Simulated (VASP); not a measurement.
# Ge3PdRu (P4/mmm) in VASP: a series of runs

The runs below take Ge3PdRu through single point, with PBE.

Program: VASP 6.6.1. These are calculated values, not measurements. Logs are shortened: lines on timing, memory, paths and dates and some standing lists are left out, and cuts for length are marked.

### Step 1. The cell of the first run

It takes space group P4/mmm (No. 123, tetragonal). The conventional cell has a = 4.300 Å, b = 4.300 Å, c = 5.188 Å, α = 90.00°, β = 90.00°, γ = 90.00°. Ge (site symmetry mmm) has 2 Ru at 2.15 Å and 2 Pd at 2.15 Å within 2.8 Å. Within 3.4 Å of Ge (site symmetry 4/mmm) lie 2 Ru at 2.59 Å and 8 Ge at 3.37 Å. Ru (site symmetry 4/mmm) has 6 Ge at 2.15 to 2.59 Å within 2.8 Å. Pd (site symmetry 4/mmm) has 4 Ge at 2.15 Å within 2.8 Å.

### Step 2. Single point, PBE

Contents of INCAR:

```
PREC = Accurate
ENCUT = 520
EDIFF = 1E-7
ISMEAR = 0
SIGMA = 0.1
LREAL = F
LASPH = T
NELM = 80
ALGO = Normal
ISIF = 2
LWAVE = F
LCHARG = F
GGA = PE
NBANDS = 41
```

Contents of KPOINTS:

```
regular mesh
0
Gamma
  4 4 4
```

Contents of POSCAR:

```
Ge3PdRu
1.0
    4.3000726200      0.0000000000      0.0000000000
    0.0000000000      4.3000726200      0.0000000000
    0.0000000000      0.0000000000      5.1877037900
Ge Ru Pd
3 1 1
Direct
    0.0000000000      0.5000000000      0.0000000000
    0.5000000000      0.0000000000      0.0000000000
    0.5000000000      0.5000000000      0.5000000000
    0.5000000000      0.5000000000      0.0000000000
    0.0000000000      0.0000000000      0.0000000000
```

Potentials or basis: VASP PAW PBE potentials, release 64 (Ge_d, Ru_pv, Pd).

On the command line:

```console
> cat potpaw_PBE.64/Ge_d/POTCAR potpaw_PBE.64/Ru_pv/POTCAR potpaw_PBE.64/Pd/POTCAR > POTCAR
> mpirun -np 1 vasp_std > vasp.out
```

OUTCAR:

```text
PREC = Accurate
   ENCUT = 520
   EDIFF = 1E-7
   ISMEAR = 0
   LREAL = F
   LASPH = T
   NELM = 80
   ISIF = 2
   GGA = PE

 ion  position               nearest neighbor table
   1  0.000  0.500  0.000-   4 2.15   5 2.15   5 2.15   4 2.15
   2  0.500  0.000  0.000-   4 2.15   5 2.15   4 2.15   5 2.15
   3  0.500  0.500  0.500-   4 2.59   4 2.59
   4  0.500  0.500  0.000-   1 2.15   2 2.15   2 2.15   1 2.15   3 2.59   3 2.59   5 3.04   5 3.04
                             5 3.04   5 3.04
   5  0.000  0.000  0.000-   1 2.15   2 2.15   1 2.15   2 2.15   4 3.04   4 3.04   4 3.04   4 3.04

  LATTYP: Found a simple tetragonal cell.
 ALAT       =     4.3000726200
 C/A-ratio  =     1.2064223674

  Lattice vectors:

 A1 = (   4.3000726200,   0.0000000000,   0.0000000000)
 A2 = (   0.0000000000,   4.3000726200,   0.0000000000)
 A3 = (   0.0000000000,   0.0000000000,   5.1877037900)

Analysis of symmetry for initial positions (statically):
=====================================================================
 Subroutine PRICEL returns:
 Original cell was already a primitive cell.

 Routine SETGRP: Setting up the symmetry group for a
 simple tetragonal supercell.

 Subroutine GETGRP returns: Found 16 space group operations
 (whereof 16 operations were pure point group operations)
 out of a pool of 16 trial point group operations.

The static configuration has the point symmetry D_4h.

Analysis of symmetry for dynamics (positions and initial velocities):
=====================================================================
 Subroutine PRICEL returns:
 Original cell was already a primitive cell.

 Routine SETGRP: Setting up the symmetry group for a
 simple tetragonal supercell.

 Subroutine GETGRP returns: Found 16 space group operations
 (whereof 16 operations were pure point group operations)
 out of a pool of 16 trial point group operations.

The dynamic configuration has the point symmetry D_4h.

 Subroutine INISYM returns: Found 16 space group operations
 (whereof 16 operations are pure point group operations),
 and found     1 'primitive' translations

----------------------------------------------------------------------------------------

                                     Primitive cell

  volume of cell :      95.9239

  direct lattice vectors                    reciprocal lattice vectors
     4.300072620  0.000000000  0.000000000     0.232554212  0.000000000  0.000000000
     0.000000000  4.300072620  0.000000000     0.000000000  0.232554212  0.000000000
     0.000000000  0.000000000  5.187703790     0.000000000  0.000000000  0.192763512

  length of vectors
     4.300072620  4.300072620  5.187703790     0.232554212  0.232554212  0.192763512

  position of ions in fractional coordinates (direct lattice)
     0.000000000  0.500000000  0.000000000
     0.500000000  0.000000000  0.000000000
     0.500000000  0.500000000  0.500000000
     0.500000000  0.500000000  0.000000000
     0.000000000  0.000000000  0.000000000

  ion indices of the primitive-cell ions
   primitive index   ion index
                 1           1
                 2           2
                 3           3
                 4           4
                 5           5

----------------------------------------------------------------------------------------

 KPOINTS: regular mesh

Automatic generation of k-mesh.
 Grid dimensions read from file:
 generate k-points for:    4    4    4

 Generating k-lattice:

  Cartesian coordinates                     Fractional coordinates (reciprocal lattice)
     0.058138553  0.000000000  0.000000000     0.250000000  0.000000000  0.000000000
     0.000000000  0.058138553  0.000000000     0.000000000  0.250000000  0.000000000
     0.000000000  0.000000000  0.048190878     0.000000000  0.000000000  0.250000000

  Length of vectors
     0.058138553  0.058138553  0.048190878

  Shift w.r.t. Gamma in fractional coordinates (k-lattice)
     0.000000000  0.000000000  0.000000000

 Subroutine IBZKPT returns following result:
 ===========================================

 Found     18 irreducible k-points:

 Following reciprocal coordinates:
            Coordinates               Weight
  0.000000  0.000000  0.000000      1.000000
  0.250000  0.000000  0.000000      4.000000
  0.500000  0.000000  0.000000      2.000000
  0.250000  0.250000  0.000000      4.000000
  0.500000  0.250000  0.000000      4.000000
  0.500000  0.500000  0.000000      1.000000
[... 10 lines left out ...]
  0.500000  0.250000  0.500000      4.000000
  0.500000  0.500000  0.500000      1.000000
   k-points           NKPTS =     18   k-points in BZ     NKDIM =     18   number of bands    NBANDS=     41
   number of dos      NEDOS =    301   number of ions     NIONS =      5
   total plane-waves  NPLWV =  40960
   dimension x,y,z NGX =    32 NGY =   32 NGZ =   40
   dimension x,y,z NGXF=    64 NGYF=   64 NGZF=   80
   ions per type =               3   1   1
   NGX,Y,Z   is equivalent  to a cutoff of  12.37, 12.37, 12.82 a.u.
   NGXF,Y,Z  is equivalent  to a cutoff of  24.74, 24.74, 25.64 a.u.
 SYSTEM =  unknown system
   PREC   = accura    normal or accurate (medium, high low for compatibility)
   ISTART =      0    job   : 0-new  1-cont  2-samecut
   ICHARG =      2    charge: 1-file 2-atom 10-const
   ISPIN  =      1    spin polarized calculation?
   LNONCOLLINEAR =      F non collinear calculations
   LSORBIT =      F    spin-orbit coupling
   LASPH  =      T    aspherical Exc in radial PAW
   ENCUT  =  520.0 eV  38.22 Ry    6.18 a.u.   8.00  8.00  9.65*2*pi/ulx,y,z
   NELM   =     80;   NELMIN=  2; NELMDL= -5     # of ELM steps
   EDIFF  = 0.1E-06   stopping-criterion for ELM
   LREAL  =      F    real-space projection
   EDIFFG = 0.1E-05   stopping-criterion for IOM
   NSW    =      0    number of steps for IOM
   IBRION =     -1    ionic relax: 0-MD 1-quasi-New 2-CG
   NFREE  =      0    steps in history (QN), initial steepest desc. (CG)
   ISIF   =      2    stress and relaxation
   ISYM   =      2    0-nonsym 1-usesym 2-fastsym
   POTIM  = 0.5000    time-step for ionic-motion
   TEBEG  =    0.0;   TEEND  =   0.0 temperature during run
   PSTRESS=    0.0 pullay stress
   NELECT =      66.0000    total number of electrons
   NUPDOWN=      -1.0000    fix difference up-down
   EMIN   =  10.00;   EMAX   =-10.00  energy-range for DOS
   EFERMI =   0.00;   METHOD = LEGACY
   ISMEAR =     0;   SIGMA  =   0.10  broadening in eV -4-tet -1-fermi 0-gaus
   EFERMI_NEDOS =   21; number of points for ismear=-14 and -15
   IALGO  =     38    algorithm
   IMIX   =      4    mixing-type and parameters
     AMIX     =   0.40;   BMIX     =  1.00
     AMIX_MAG =   1.60;   BMIX_MAG =  1.00
  volume/ion in A,a.u.               =      19.18       129.47
  Fermi-wavevector in a.u.,A,eV,Ry     =   1.445264  2.731153 28.419692  2.088788
  Thomas-Fermi vector in A             =   2.563466
   LORBIT       =      0    0 simple, 1 ext, 2 COOP (PROOUT), +10 PAW based schemes
   GGA     = PE    functional components
   LHFCALC =     F    Hartree Fock is set to
   AEXX    =    0.0000 exact exchange contribution
   IVDW    =     0    specifies the selected vdW correction
   LEPSILON=     F    determine dielectric tensor
   LRPA    =     F    only Hartree local field effects (RPA)
 non-spin polarized calculation
 Gauss-broadening in eV      SIGMA  =   0.10
  energy-cutoff  :      520.00
  volume of cell :       95.92
 maximum number of plane-waves:      2616
 NGX is ok and might be reduce to    32
   NGX = 15   NGY = 15   NGZ = 19

 number of electron      65.9999979 magnetization

 Free energy of the ion-electron system (eV)
  ---------------------------------------------------
  ext. energy  EPLUGINS =         0.00000000
  ---------------------------------------------------
  free energy    TOTEN  =       -20.96825769 eV

  energy without entropy =      -20.94469346  energy(sigma->0) =      -20.95647557

 E-fermi :   7.2618     XC(G=0): -10.8183

 val. band max:        7.2362605884   @ k =   0.5000   0.0000   0.0000
 cond. band min:       7.2664778179   @ k =   0.5000   0.2500   0.2500
 fundamental gap:      0.0302172296
 Fermi energy:         7.2618349880

 k-point     1 :       0.0000    0.0000    0.0000
  band No.  band energies     occupation
      1     -36.0627      2.00000
      2     -36.0627      2.00000
      3     -35.4266      2.00000
      4     -18.6321      2.00000
      5     -18.5841      2.00000
      6     -18.5338      2.00000
[... 33 lines left out ...]
     40      10.4788      0.00000
     41      10.4788      0.00000

 k-point     2 :       0.2500    0.0000    0.0000
  band No.  band energies     occupation
      1     -36.0837      2.00000
      2     -36.0636      2.00000
      3     -35.4272      2.00000
      4     -18.5921      2.00000
      5     -18.5592      2.00000
      6     -18.4963      2.00000
[... 33 lines left out ...]
     40      10.5769      0.00000
     41      12.5789      0.00000

 k-point     3 :       0.5000    0.0000    0.0000
  band No.  band energies     occupation
      1     -36.1046      2.00000
      2     -36.0644      2.00000
      3     -35.4278      2.00000
      4     -18.5646      2.00000
      5     -18.5416      2.00000
      6     -18.4516      2.00000
[... 33 lines left out ...]
     40      10.6694      0.00000
     41      14.4420      0.00000

 k-point     4 :       0.2500    0.2500    0.0000
  band No.  band energies     occupation
      1     -36.0846      2.00000
      2     -36.0840      2.00000
      3     -35.4278      2.00000
      4     -18.5445      2.00000
      5     -18.5284      2.00000
      6     -18.4663      2.00000
[... 561 lines left out ...]
     40      13.1883      0.00000
     41      13.8725      0.00000

 k-point    17 :       0.5000    0.2500    0.5000
  band No.  band energies     occupation
      1     -36.1049      2.00000
      2     -36.0849      2.00000
      3     -35.4301      2.00000
      4     -18.5211      2.00000
      5     -18.4929      2.00000
      6     -18.4368      2.00000
[... 33 lines left out ...]
     40      13.7129      0.00000
     41      14.9851      0.00000

 k-point    18 :       0.5000    0.5000    0.5000
  band No.  band energies     occupation
      1     -36.1052      2.00000
      2     -36.1052      2.00000
      3     -35.4307      2.00000
      4     -18.4804      2.00000
      5     -18.4804      2.00000
      6     -18.4349      2.00000
[... 33 lines left out ...]
     40      14.9845      0.00000
     41      14.9982      0.00000

------------------------ aborting loop because EDIFF is reached ----------------------------------------

  FORCE on cell =-STRESS in cart. coord.  units (eV):
  Direction    XX          YY          ZZ          XY          YZ          ZX
  --------------------------------------------------------------------------------------
  -------------------------------------------------------------------------------------
  Total       45.7046237     45.7046237     -0.3928012      0.0000000     -0.0000000      0.0000000
  in kB      763.3856109    763.3856109     -6.5607980      0.0000000     -0.0000000      0.0000000
  external PRESSURE =     506.7368079 kB  Pullay stress =       0.0000000 kB

 VOLUME and BASIS-vectors are now :
 -----------------------------------------------------------------------------
  energy-cutoff  :      520.00
  volume of cell :       95.92
      direct lattice vectors                 reciprocal lattice vectors
     4.300072620  0.000000000  0.000000000     0.232554212  0.000000000  0.000000000
     0.000000000  4.300072620  0.000000000     0.000000000  0.232554212  0.000000000
     0.000000000  0.000000000  5.187703790     0.000000000  0.000000000  0.192763512

 POSITION                                       TOTAL-FORCE (eV/Angst)
 -----------------------------------------------------------------------------------
      0.00000      2.15004      0.00000         0.000000      0.000000      0.000000
      2.15004      0.00000      0.00000         0.000000      0.000000      0.000000
      2.15004      2.15004      2.59385         0.000000      0.000000      0.000000
      2.15004      2.15004      0.00000         0.000000      0.000000      0.000000
      0.00000      0.00000      0.00000         0.000000      0.000000      0.000000
 -----------------------------------------------------------------------------------
    total drift:                                0.000000      0.000000     -0.000000

  FREE ENERGIE OF THE ION-ELECTRON SYSTEM (eV)
  ---------------------------------------------------
  free  energy   TOTEN  =       -20.9682576888 eV

  energy  without entropy=      -20.9446934568  energy(sigma->0) =      -20.95647557
```

Run time: 65 s. Hardware: 1 thread of Intel Xeon Platinum 8488C (Sapphire Rapids), shared host; peak memory 0.22 GiB.

What came out:

```
Free energy            : -20.9683 eV
Pressure               : 50.7 GPa
Band gap on the k mesh : zero (band 33 reaches 8.56 eV, above the bottom of band 34 at 6.81 eV)
```

Caveat: the k points lie up to 0.37 Å⁻¹ apart.

### Step 3. Single point, PBE

This run uses another cell than the first one, of 23.42 Å³/atom, 1.221 times its volume.

Contents of INCAR:

```
SYSTEM = Ge3PdRu
PREC     = Accurate       ! precision mode
ENCUT    = 520            ! plane-wave cutoff, eV
EDIFF    = 1E-7           ! SCF threshold, eV
ISMEAR   = 0              ! smearing method
SIGMA    = 0.1            ! smearing width, eV
LREAL    = .FALSE.        ! projectors in reciprocal space
LASPH    = .TRUE.         ! aspherical terms in the spheres
NELM     = 60             ! most SCF steps
ALGO     = Normal         ! electronic algorithm
ISIF     = 2              ! what is computed and relaxed
LWAVE    = .FALSE.        ! write WAVECAR
LCHARG   = .TRUE.         ! write CHGCAR
GGA      = PE             ! functional
LELF     = .TRUE.         ! ELF
LVHAR    = .TRUE.       
NBANDS   = 41             ! bands
```

Contents of KPOINTS:

```
regular mesh
0
G
  4 4 4
  0 0 0
```

Changes to POSCAR since step 2:

```diff
@@ -2,5 +2,5 @@
 1.0
-    4.3000726200      0.0000000000      0.0000000000
-    0.0000000000      4.3000726200      0.0000000000
-    0.0000000000      0.0000000000      5.1877037900
+    4.9538332593      0.0000000000      0.0000000000
+    0.0000000000      4.9538332593      0.0000000000
+    0.0000000000      0.0000000000      4.7717203940
 Ge Ru Pd
```

Potentials or basis: VASP PAW PBE potentials, release 64 (Ge_d, Ru_pv, Pd).

On the command line:

```console
> cat potpaw_PBE.64/Ge_d/POTCAR potpaw_PBE.64/Ru_pv/POTCAR potpaw_PBE.64/Pd/POTCAR > POTCAR
> mpirun -np 1 vasp_std > vasp.out
```

Wall time 1.8 min (1 thread of Intel Xeon Platinum 8488C (Sapphire Rapids), shared host); peak memory 0.27 GiB.

It converged, with:

```
Free energy            : -26.7250 eV
Pressure               : 0.3 GPa
Band gap on the k mesh : zero (band 33 reaches 5.37 eV, above the bottom of band 34 at 5.08 eV)
```

Stress tensor (GPa, compression positive):
```
0.40 0.00 0.00
0.00 0.40 0.00
0.00 0.00 0.04
```

Levels at points of the mesh, in eV from the Fermi level:
| k point | band 31 | band 32 | band 33 | band 34 | band 35 | band 36 |
| --- | --- | --- | --- | --- | --- | --- |
| (0.00, 0.00, 0.00) | -2.24 | -1.47 | -0.16 | 0.46 | 0.46 | 0.61 |
| (0.50, 0.00, 0.00) | -1.25 | -1.23 | 0.02 | 0.05 | 0.29 | 0.80 |
| (0.50, 0.50, 0.00) | -2.16 | -0.95 | -0.60 | -0.14 | -0.14 | 1.83 |
| (0.00, 0.00, 0.50) | -2.44 | -1.46 | -1.15 | -0.20 | 0.81 | 1.39 |
| (0.50, 0.00, 0.50) | -2.37 | -0.13 | 0.04 | 0.54 | 0.57 | 0.93 |
| (0.50, 0.50, 0.50) | -2.24 | -2.09 | -0.38 | 0.53 | 0.53 | 1.34 |
